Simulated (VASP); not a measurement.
Input of a VASP 6.6.1 run:

Contents of INCAR:

```
ALGO = Normal
EDIFF = 1E-6
ENCUT = 520
GGA = PS
ISIF = 2
ISMEAR = -1
LASPH = True
LCHARG = False
LREAL = False
LWAVE = False
NBANDS = 10
NELM = 60
PREC = Accurate
SIGMA = 0.13605693000000002
```

The input KPOINTS:

```
k-points
0
Gamma
  16 16 16
```

POSCAR

```
Co
1.0
    0.0000000000      1.7066635810      1.7066635810
    1.7066635810      0.0000000000      1.7066635810
    1.7066635810      1.7066635810      0.0000000000
Co
1
Direct
    0.0000000000      0.0000000000      0.0000000000
```

Potentials or basis: VASP PAW PBE potentials, release 64 (Co).

Run with:

```bash
$ cat potpaw_PBE.64/Co/POTCAR > POTCAR
$ mpirun -np 1 vasp_std > vasp.out
```

Question: Estimate the pressure.

Answer: -1.2 GPa.

Caveat: the PAW data sets were made with another functional, which shifts forces and pressure a little; the run has no spin polarisation, though such a crystal can be magnetic. Spin polarisation is off, so any magnetic state and its effect on volume and gap are missing.
